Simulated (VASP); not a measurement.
# CaZr3 (Pm-3m) in VASP: a series of runs

CaZr3 is run at these levels: PBE; tasks: single point, relaxation of cell and atoms.

Everything below comes from runs of VASP 6.6.1. Logs are shortened: lines on timing, memory, paths and dates and some standing lists are left out, and cuts for length are marked.

## Step 1: The cell of the first run

Symmetry: Pm-3m, No. 221, cubic system. The conventional cell has a = 4.653 Å, b = 4.653 Å, c = 4.653 Å, α = 90.00°, β = 90.00°, γ = 90.00°. Within 4.3 Å of Ca (site symmetry m-3m) lie 12 Zr at 3.29 Å. Zr (site symmetry 4/mmm) has 4 Ca at 3.29 Å and 8 Zr at 3.29 Å within 4.3 Å.

## Step 2: Single point, PBE

File INCAR:

```
SYSTEM = CaZr3
ALGO     = Fast           ! electronic algorithm
EDIFF    = 1E-6           ! SCF threshold, eV
ENCUT    = 520            ! plane-wave cutoff, eV
GGA      = PE             ! functional
ISIF     = 2              ! what is computed and relaxed
ISMEAR   = 0              ! smearing method
LASPH    = .TRUE.         ! aspherical terms in the spheres
LCHARG   = .FALSE.        ! write CHGCAR
LREAL    = .FALSE.        ! projectors in reciprocal space
LWAVE    = .FALSE.        ! write WAVECAR
NBANDS   = 31             ! bands
NELM     = 80             ! most SCF steps
PREC     = Accurate       ! precision mode
SIGMA    = 0.1            ! smearing width, eV
```

File KPOINTS:

```
k-points
0
G
  10 10 10
  0 0 0
```

File POSCAR:

```
CaZr3
1.0
    4.6525686453      0.0000000000      0.0000000000
    0.0000000000      4.6525686453      0.0000000000
    0.0000000000      0.0000000000      4.6525686453
Ca Zr
1 3
Direct
    0.0000000000      0.0000000000      0.0000000000
    0.0000000000      0.5000000000      0.5000000000
    0.5000000000      0.0000000000      0.5000000000
    0.5000000000      0.5000000000      0.0000000000
```

Potentials or basis: VASP PAW PBE potentials, release 64 (Ca_sv, Zr_sv).

Launch:

```console
$ cat potpaw_PBE.64/Ca_sv/POTCAR potpaw_PBE.64/Zr_sv/POTCAR > POTCAR
$ mpirun -np 1 vasp_std > vasp.out
```

OUTCAR:

```text
SYSTEM = CaZr3
   EDIFF = 1E-6
   ENCUT = 520
   GGA = PE
   ISIF = 2
   ISMEAR = 0
   LASPH = .TRUE.
   LREAL = .FALSE.
   NELM = 80
   PREC = Accurate

 ion  position               nearest neighbor table
   1  0.000  0.000  0.000-   2 3.29   3 3.29   4 3.29   2 3.29   3 3.29   2 3.29   4 3.29   2 3.29
                             3 3.29   4 3.29   3 3.29   4 3.29
   2  0.000  0.500  0.500-   1 3.29   3 3.29   4 3.29   1 3.29   4 3.29   1 3.29   3 3.29   1 3.29
                             3 3.29   4 3.29   4 3.29   3 3.29
   3  0.500  0.000  0.500-   1 3.29   2 3.29   4 3.29   1 3.29   4 3.29   2 3.29   4 3.29   4 3.29
                             1 3.29   2 3.29   1 3.29   2 3.29
   4  0.500  0.500  0.000-   1 3.29   2 3.29   3 3.29   2 3.29   3 3.29   1 3.29   3 3.29   3 3.29
                             1 3.29   2 3.29   2 3.29   1 3.29

  LATTYP: Found a simple cubic cell.
 ALAT       =     4.6525686453

  Lattice vectors:

 A1 = (   4.6525686453,   0.0000000000,   0.0000000000)
 A2 = (   0.0000000000,   4.6525686453,   0.0000000000)
 A3 = (   0.0000000000,   0.0000000000,   4.6525686453)

Analysis of symmetry for initial positions (statically):
=====================================================================
 Subroutine PRICEL returns:
 Original cell was already a primitive cell.

 Routine SETGRP: Setting up the symmetry group for a
 simple cubic supercell.

 Subroutine GETGRP returns: Found 48 space group operations
 (whereof 48 operations were pure point group operations)
 out of a pool of 48 trial point group operations.

The static configuration has the point symmetry O_h .

Analysis of symmetry for dynamics (positions and initial velocities):
=====================================================================
 Subroutine PRICEL returns:
 Original cell was already a primitive cell.

 Routine SETGRP: Setting up the symmetry group for a
 simple cubic supercell.

 Subroutine GETGRP returns: Found 48 space group operations
 (whereof 48 operations were pure point group operations)
 out of a pool of 48 trial point group operations.

The dynamic configuration has the point symmetry O_h .

 Subroutine INISYM returns: Found 48 space group operations
 (whereof 48 operations are pure point group operations),
 and found     1 'primitive' translations

----------------------------------------------------------------------------------------

                                     Primitive cell

  volume of cell :     100.7113

  direct lattice vectors                    reciprocal lattice vectors
     4.652568645  0.000000000  0.000000000     0.214935034  0.000000000  0.000000000
     0.000000000  4.652568645  0.000000000     0.000000000  0.214935034  0.000000000
     0.000000000  0.000000000  4.652568645     0.000000000  0.000000000  0.214935034

  length of vectors
     4.652568645  4.652568645  4.652568645     0.214935034  0.214935034  0.214935034

  position of ions in fractional coordinates (direct lattice)
     0.000000000  0.000000000  0.000000000
     0.000000000  0.500000000  0.500000000
     0.500000000  0.000000000  0.500000000
     0.500000000  0.500000000  0.000000000

  ion indices of the primitive-cell ions
   primitive index   ion index
                 1           1
                 2           2
                 3           3
                 4           4

----------------------------------------------------------------------------------------

 KPOINTS: k-points

Automatic generation of k-mesh.
 Grid dimensions read from file:
 generate k-points for:   10   10   10

 Generating k-lattice:

  Cartesian coordinates                     Fractional coordinates (reciprocal lattice)
     0.021493503  0.000000000  0.000000000     0.100000000  0.000000000  0.000000000
     0.000000000  0.021493503  0.000000000     0.000000000  0.100000000  0.000000000
     0.000000000  0.000000000  0.021493503     0.000000000  0.000000000  0.100000000

  Length of vectors
     0.021493503  0.021493503  0.021493503

  Shift w.r.t. Gamma in fractional coordinates (k-lattice)
     0.000000000  0.000000000  0.000000000

 Subroutine IBZKPT returns following result:
 ===========================================

 Found     56 irreducible k-points:

 Following reciprocal coordinates:
            Coordinates               Weight
  0.000000  0.000000  0.000000      1.000000
  0.100000  0.000000  0.000000      6.000000
  0.200000  0.000000  0.000000      6.000000
  0.300000  0.000000  0.000000      6.000000
  0.400000  0.000000  0.000000      6.000000
  0.500000  0.000000  0.000000      3.000000
[... 16 lines left out ...]
  0.200000  0.100000  0.100000     24.000000
  0.300000  0.100000  0.100000     24.000000
 [... further k-points ...]
   k-points           NKPTS =     56   k-points in BZ     NKDIM =     56   number of bands    NBANDS=     31
   number of dos      NEDOS =    301   number of ions     NIONS =      4
   total plane-waves  NPLWV =  46656
   dimension x,y,z NGX =    36 NGY =   36 NGZ =   36
   dimension x,y,z NGXF=    72 NGYF=   72 NGZF=   72
   ions per type =               1   3
   NGX,Y,Z   is equivalent  to a cutoff of  12.86, 12.86, 12.86 a.u.
   NGXF,Y,Z  is equivalent  to a cutoff of  25.73, 25.73, 25.73 a.u.
 SYSTEM =  CaZr3
   PREC   = accura    normal or accurate (medium, high low for compatibility)
   ISTART =      0    job   : 0-new  1-cont  2-samecut
   ICHARG =      2    charge: 1-file 2-atom 10-const
   ISPIN  =      1    spin polarized calculation?
   LNONCOLLINEAR =      F non collinear calculations
   LSORBIT =      F    spin-orbit coupling
   LASPH  =      T    aspherical Exc in radial PAW
   ENCUT  =  520.0 eV  38.22 Ry    6.18 a.u.   8.65  8.65  8.65*2*pi/ulx,y,z
   NELM   =     80;   NELMIN=  2; NELMDL= -5     # of ELM steps
   EDIFF  = 0.1E-05   stopping-criterion for ELM
   LREAL  =      F    real-space projection
   EDIFFG = 0.1E-04   stopping-criterion for IOM
   NSW    =      0    number of steps for IOM
   IBRION =     -1    ionic relax: 0-MD 1-quasi-New 2-CG
   NFREE  =      0    steps in history (QN), initial steepest desc. (CG)
   ISIF   =      2    stress and relaxation
   ISYM   =      2    0-nonsym 1-usesym 2-fastsym
   POTIM  = 0.5000    time-step for ionic-motion
   TEBEG  =    0.0;   TEEND  =   0.0 temperature during run
   PSTRESS=    0.0 pullay stress
   NELECT =      46.0000    total number of electrons
   NUPDOWN=      -1.0000    fix difference up-down
   EMIN   =  10.00;   EMAX   =-10.00  energy-range for DOS
   EFERMI =   0.00;   METHOD = LEGACY
   ISMEAR =     0;   SIGMA  =   0.10  broadening in eV -4-tet -1-fermi 0-gaus
   EFERMI_NEDOS =   21; number of points for ismear=-14 and -15
   IALGO  =     68    algorithm
   IMIX   =      4    mixing-type and parameters
     AMIX     =   0.40;   BMIX     =  1.00
     AMIX_MAG =   1.60;   BMIX_MAG =  1.00
  volume/ion in A,a.u.               =      25.18       169.91
  Fermi-wavevector in a.u.,A,eV,Ry     =   1.260766  2.382503 21.626897  1.589532
  Thomas-Fermi vector in A             =   2.394260
   LORBIT       =      0    0 simple, 1 ext, 2 COOP (PROOUT), +10 PAW based schemes
   GGA     = PE    functional components
   LHFCALC =     F    Hartree Fock is set to
   AEXX    =    0.0000 exact exchange contribution
   IVDW    =     0    specifies the selected vdW correction
   LEPSILON=     F    determine dielectric tensor
   LRPA    =     F    only Hartree local field effects (RPA)
 non-spin polarized calculation
 RMM-DIIS sequential band-by-band and
 Gauss-broadening in eV      SIGMA  =   0.10
  energy-cutoff  :      520.00
  volume of cell :      100.71
 maximum number of plane-waves:      2800
 NGX is ok and might be reduce to    36
   NGX = 17   NGY = 17   NGZ = 17

 number of electron      46.0000005 magnetization

 Free energy of the ion-electron system (eV)
  ---------------------------------------------------
  ext. energy  EPLUGINS =         0.00000000
  ---------------------------------------------------
  free energy    TOTEN  =       -26.19493988 eV

  energy without entropy =      -26.17312068  energy(sigma->0) =      -26.18403028

 E-fermi :   7.0347     XC(G=0): -10.4294

 val. band max:        7.0257291172   @ k =   0.5000   0.3000   0.3000
 cond. band min:       7.0375855336   @ k =   0.4000   0.3000   0.1000
 fundamental gap:      0.0118564164
 Fermi energy:         7.0346576292

 k-point     1 :       0.0000    0.0000    0.0000
  band No.  band energies     occupation
      1     -41.8237      2.00000
      2     -41.7231      2.00000
      3     -41.7231      2.00000
      4     -33.0683      2.00000
      5     -20.0529      2.00000
      6     -20.0529      2.00000
[... 23 lines left out ...]
     30      10.5252      0.00000
     31      10.5252      0.00000

 k-point     2 :       0.1000    0.0000    0.0000
  band No.  band energies     occupation
      1     -41.8216      2.00000
      2     -41.7253      2.00000
      3     -41.7231      2.00000
      4     -33.0683      2.00000
      5     -20.0457      2.00000
      6     -20.0457      2.00000
[... 23 lines left out ...]
     30      10.3951      0.00000
     31      10.5442      0.00000

 k-point     3 :       0.2000    0.0000    0.0000
  band No.  band energies     occupation
      1     -41.8153      2.00000
      2     -41.7315      2.00000
      3     -41.7230      2.00000
      4     -33.0685      2.00000
      5     -20.0255      2.00000
      6     -20.0255      2.00000
[... 23 lines left out ...]
     30      10.0216      0.00000
     31      10.5736      0.00000

 k-point     4 :       0.3000    0.0000    0.0000
  band No.  band energies     occupation
      1     -41.8059      2.00000
      2     -41.7409      2.00000
      3     -41.7229      2.00000
      4     -33.0686      2.00000
      5     -19.9962      2.00000
      6     -19.9962      2.00000
[... 635 lines left out ...]
     30      10.3641      0.00000
     31      10.3641      0.00000

 k-point    23 :       0.2000    0.1000    0.1000
  band No.  band energies     occupation
      1     -41.8113      2.00000
      2     -41.7322      2.00000
      3     -41.7262      2.00000
      4     -33.0685      2.00000
      5     -20.0474      2.00000
      6     -19.9977      2.00000
[... 23 lines left out ...]
     30      10.0372      0.00000
     31      10.4120      0.00000

 k-point    24 :       0.3000    0.1000    0.1000
  band No.  band energies     occupation
      1     -41.8023      2.00000
      2     -41.7412      2.00000
      3     -41.7261      2.00000
      4     -33.0686      2.00000
      5     -20.0249      2.00000
      6     -19.9700      2.00000
[... 23 lines left out ...]
     30       9.6852      0.00000
     31      10.1224      0.00000

 [... further k-points ...]
[... 5 lines left out ...]
  --------------------------------------------------------------------------------------
  -------------------------------------------------------------------------------------
  Total        0.0308623      0.0308623      0.0308623      0.0000000      0.0000000      0.0000000
  in kB        0.4909758      0.4909758      0.4909758      0.0000000      0.0000000      0.0000000
  external PRESSURE =       0.4909758 kB  Pullay stress =       0.0000000 kB

 VOLUME and BASIS-vectors are now :
 -----------------------------------------------------------------------------
  energy-cutoff  :      520.00
  volume of cell :      100.71
      direct lattice vectors                 reciprocal lattice vectors
     4.652568645  0.000000000  0.000000000     0.214935034  0.000000000  0.000000000
     0.000000000  4.652568645  0.000000000     0.000000000  0.214935034  0.000000000
     0.000000000  0.000000000  4.652568645     0.000000000  0.000000000  0.214935034

 POSITION                                       TOTAL-FORCE (eV/Angst)
 -----------------------------------------------------------------------------------
      0.00000      0.00000      0.00000         0.000000      0.000000      0.000000
      0.00000      2.32628      2.32628         0.000000      0.000000      0.000000
      2.32628      0.00000      2.32628         0.000000      0.000000      0.000000
      2.32628      2.32628      0.00000         0.000000      0.000000      0.000000
 -----------------------------------------------------------------------------------
    total drift:                                0.000000      0.000000      0.000000

  FREE ENERGIE OF THE ION-ELECTRON SYSTEM (eV)
  ---------------------------------------------------
  free  energy   TOTEN  =       -26.1949398784 eV

  energy  without entropy=      -26.1731206813  energy(sigma->0) =      -26.18403028
```

It took 10 min on 1 thread of Oxide Virtual Turin-like, shared host; peak memory 0.27 GiB.

What came out:

```yaml
Free_energy: -26.1949 eV
Pressure: 0.0 GPa
Band_gap_on_the_k_mesh: zero (band 23 reaches 7.74 eV, above the bottom of band 24 at 6.72 eV)
```

Levels at points of the mesh, in eV from the Fermi level:
| k point | band 19 | band 20 | band 21 | band 22 | band 23 | band 24 | band 25 | band 26 | band 27 | band 28 |
| --- | --- | --- | --- | --- | --- | --- | --- | --- | --- | --- |
| (0.00, 0.00, 0.00) | -2.20 | -2.20 | -1.53 | -1.53 | -1.53 | 1.50 | 1.50 | 1.50 | 2.72 | 2.72 |
| (0.50, 0.00, 0.00) | -1.50 | -0.89 | -0.80 | -0.33 | -0.33 | 0.19 | 0.19 | 0.23 | 1.14 | 1.60 |
| (0.50, 0.50, 0.00) | -1.56 | -1.41 | -0.39 | -0.30 | -0.14 | -0.14 | 0.28 | 0.28 | 0.59 | 1.13 |
| (0.50, 0.50, 0.50) | -2.41 | -2.33 | 0.70 | 0.70 | 0.70 | 0.90 | 0.98 | 0.98 | 0.98 | 1.38 |

## Step 3: Relaxation of cell and atoms, PBE

File INCAR:

```
PREC = Accurate
ENCUT = 600
EDIFF = 1E-6
ISMEAR = 0
SIGMA = 0.1
LREAL = F
LASPH = T
NELM = 80
ALGO = Fast
ISIF = 3
LWAVE = F
LCHARG = F
GGA = PE
IBRION = 2
NSW = 100
EDIFFG = -0.01
```

File KPOINTS:

```
Automatic mesh
0
Gamma
  10 10 10
```

File POSCAR:

```
CaZr3
1.0
    4.6502065821      0.0000000000      0.0000000000
    0.0000000000      4.6502065821      0.0000000000
    0.0000000000      0.0000000000      4.6502065821
Ca Zr
1 3
Direct
    0.0000000000      0.0000000000      0.0000000000
    0.0000000000      0.5000000000      0.5000000000
    0.5000000000      0.0000000000      0.5000000000
    0.5000000000      0.5000000000      0.0000000000
```

Potentials or basis: VASP PAW PBE potentials, release 64 (Ca_sv, Zr_sv).

Launch:

```console
$ cat potpaw_PBE.64/Ca_sv/POTCAR potpaw_PBE.64/Zr_sv/POTCAR > POTCAR
$ mpirun -np 1 vasp_std > vasp.out
```

Wall time 17 min (1 thread of Oxide Virtual Turin-like, shared host); peak memory 0.33 GiB.

The run converged. Its results:

```yaml
Free_energy: -26.1950 eV
Relaxed_volume: 25.19 Å³/atom
Relaxed_cell: a = 4.654 Å, b = 4.654 Å, c = 4.654 Å, α = 90.00°, β = 90.00°, γ = 90.00°
Space_group_after_relaxing_to_0.05_Å: Pm-3m (No. 221)
Energy_gained_by_relaxing: 0.0 meV/atom
Ionic_steps: 3
Pressure_after_relaxing: 0.0 GPa
Band_gap_on_the_k_mesh: zero (band 23 reaches 7.73 eV, above the bottom of band 24 at 6.72 eV)
```

The path:
```csv
step,energy change (eV),largest force (eV/Å),pressure (GPa),volume (Å³)
1,0.0000,0.0000,0.21,100.56
2,0.0000,0.0000,-0.16,101.04
3,-0.0001,0.0000,0.03,100.78
```

Final structure:
```
CELL_PARAMETERS angstrom
4.65362 0.00000 0.00000
0.00000 4.65362 0.00000
0.00000 0.00000 4.65362
ATOMIC_POSITIONS crystal
Ca 0.00000 0.00000 0.00000
Zr 0.00000 0.50000 0.50000
Zr 0.50000 0.00000 0.50000
Zr 0.50000 0.50000 0.00000
```

Levels at points of the mesh, in eV from the Fermi level:
```tsv
k point	band 21	band 22	band 23	band 24	band 25	band 26
(0.00, 0.00, 0.00)	-1.53	-1.53	-1.53	1.50	1.50	1.50
(0.50, 0.00, 0.00)	-0.80	-0.33	-0.33	0.19	0.19	0.23
(0.50, 0.50, 0.00)	-0.39	-0.29	-0.14	-0.14	0.28	0.28
(0.50, 0.50, 0.50)	0.70	0.70	0.70	0.89	0.98	0.98
```
